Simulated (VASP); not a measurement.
Set up this calculation in VASP 6.6.1, as the native input.

```yaml
Task: single point
Functional: PBE
Potentials_or_basis: VASP PAW PBE potentials, release 64 (Zn, Cl)
Cutoff: 520 eV
k_mesh: 2 × 2 × 1
Occupations: fermi-dirac, width 0.15 eV
Spin: no spin polarisation
Dipole_correction: no
Further_INCAR_settings: ALGO = Normal; EDIFF = 1e-06; NBANDS = 88
```

The structure of Zn12Cl lies in POSCAR:

```
Zn12Cl
1.0
    5.3200000000      0.0000000000      0.0000000000
    2.6600000000      4.6072550000      0.0000000000
    0.0000000000      0.0000000000     17.9369600000
Zn Cl
12 1
Direct
    0.0000000000      0.0000000000      0.0557508073
    0.5000000000      0.0000000000      0.0557508073
    0.0000029844      0.4999940312      0.0557508073
    0.5000029844      0.4999940312      0.0557508073
   -0.1525689071      0.3249874383      0.1781461296
    0.3336260999      0.3270711085      0.1776276470
   -0.1593007668      0.8066842404      0.2027545359
    0.3573867157      0.8279333356      0.1769140367
    0.0569642826     -0.0253947307      0.3076664050
    0.5145373072      0.0195344082      0.3310482936
    0.0379452659      0.4828688666      0.3382066972
    0.5002248204      0.4944375773      0.2986682247
    0.7972626273      0.7940085799      0.4407770325
```

These files were run (other wordings do the same):

INCAR

```
SYSTEM = Zn12Cl
ALGO = Normal
EDIFF = 1E-6
ENCUT = 520
GGA = PE
ISIF = 2
ISMEAR = -1
LASPH = .True.
LCHARG = .False.
LREAL = .False.
LWAVE = .False.
NBANDS = 88
NELM = 80
PREC = Accurate
SIGMA = 0.15
```

KPOINTS

```
k-points
0
Gamma
  2 2 1
  0 0 0
```

Potentials or basis: VASP PAW PBE potentials, release 64 (Zn, Cl).

Launch:

```console
$ cat potpaw_PBE.64/Zn/POTCAR potpaw_PBE.64/Cl/POTCAR > POTCAR
$ mpirun -np 1 vasp_std > vasp.out
```

It gave:

```json
{"Largest force": "0.865 eV/Å", "Band gap on the k mesh": "zero (an odd number of electrons rules out a gap without spin polarisation)"}
```

Caveat: the k points lie up to 0.68 Å⁻¹ apart, too coarse for converged energies and pressures of a metal; there is no dipole correction, which matters where the two faces differ.

Wall time 4.6 min on 1 thread of Intel(R) Xeon(R) Platinum 8488C (Sapphire Rapids) (shared host), peak memory 0.55 GiB.
